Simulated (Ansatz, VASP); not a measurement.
**Al: VASP beside Ansatz**

INCAR

```
ALGO = Fast ; EDIFF = 1E-7
ENCUT = 520 ; GGA = PE
ISIF = 2 ; ISMEAR = 0
LASPH = T ; LCHARG = F
LREAL = F ; LWAVE = F
NBANDS = 10 ; NELM = 100
PREC = Accurate ; SIGMA = 0.15
```

The input KPOINTS:

```
k-points
0
Gamma
  20 20 12
```

Contents of POSCAR:

```
Al
1.0
   -1.6390231263      1.6390231263      1.6175102401
    1.6390231263     -1.6390231263      1.6175102401
    3.2780462525      3.2780462525      0.0000000000
Al
2
Direct
    0.0977047079     -0.0977047079      0.0000000000
    0.4022952921      0.5977047079      0.5000000000
```

Input for Ansatz:

```yaml
crystal:
  lattice:
    - [-1.6390231263, 1.6390231263, 1.6175102401]
    - [1.6390231263, -1.6390231263, 1.6175102401]
    - [3.2780462525, 3.2780462525, 0.0]
  atoms:
    - { symbol: Al, position: [0.0977047079, -0.0977047079, 0.0] }
    - { symbol: Al, position: [0.4022952921, 0.5977047079, 0.5] }
basis:
  ecutwfc: 420
kpoints:
  mp_grid: { grid: [20, 20, 12] }
hamiltonian:
  xc: pbe
scf:
  occupations: { method: gaussian, width: 0.15 }
output:
  forces: true
  stress: true
  eigenvalues: true
```

Change from the starting cell: mode 1 frozen in at -0.447 Å, equal normal strain along x and y +0.0133.

Alike in both runs: task single point; functional PBE; k mesh 20 × 20 × 12; occupations gaussian, width 0.15 eV; no spin polarisation.

|  | VASP | Ansatz |
| --- | --- | --- |
| version | VASP 6.6.1 | Ansatz 0.2.0 |
| potentials or method | VASP PAW PBE potentials, release 64 (Al), cutoff 520 eV | scalar-relativistic, plane waves, PAW |
| valence electrons in the cell | 6 | 6 |

Ansatz gave:

| Property | Result |
| --- | --- |
| gap on the k mesh at the Fermi level (eV) | none |
| pressure (GPa) | -0.7 |
| traceless stress, the component that is largest in VASP (GPa) | -3.62 |
| rms of the force components (eV/Å) | 0.165 |

Question: Estimate VASP's values.

Answer: gap on the k mesh at the Fermi level (eV): none; pressure (GPa): -0.7; traceless stress, the component that is largest in VASP (GPa): -3.61; rms of the force components (eV/Å): 0.164.

Atom by atom the forces differ by 0.001 eV/Å (rms over components). A gap of «none» marks a metal or a gap that the smearing closes. With one functional, cell and mesh, what is left measures potentials, basis and numerics.
